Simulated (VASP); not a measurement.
AlN, 2 atoms in the cell. Symmetry: Fm-3m, No. 225, cubic system. Conventional cell: a = 3.903 Å, b = 3.903 Å, c = 3.903 Å, α = 90.00°, β = 90.00°, γ = 90.00°. Within 2.6 Å of Al (site symmetry m-3m) lie 6 N at 1.95 Å. N (site symmetry m-3m) has 6 Al at 1.95 Å within 2.6 Å.  This cell differs from its parent crystal: volume scaled by 0.96.

* Program: VASP 6.6.1
* Task: single point
* Functional: LDA
* Potentials or basis: VASP PAW LDA potentials, release 64 (Al, N)
* Cutoff: 520 eV
* k mesh: 12 × 12 × 12
* Occupations: fermi-dirac, width 0.01 eV
* Spin: no spin polarisation
* Dipole correction: no
* Further INCAR settings: ALGO = Normal; EDIFF = 1e-06; NBANDS = 11

Potentials or basis: VASP PAW LDA potentials, release 64 (Al, N).

Run with:

```sh
$ cat potpaw_LDA.64/Al/POTCAR potpaw_LDA.64/N/POTCAR > POTCAR
$ mpirun -np 1 vasp_std > vasp.out
```

Hardware: 1 thread of Intel Xeon 6975P-C (shared host).

**Question.** Estimate the wall time of this run.

**Answer.** It took 15 s on 1 thread of Intel Xeon 6975P-C (shared host), peak memory 0.13 GiB. Counts: scf iterations 11, k points 72.
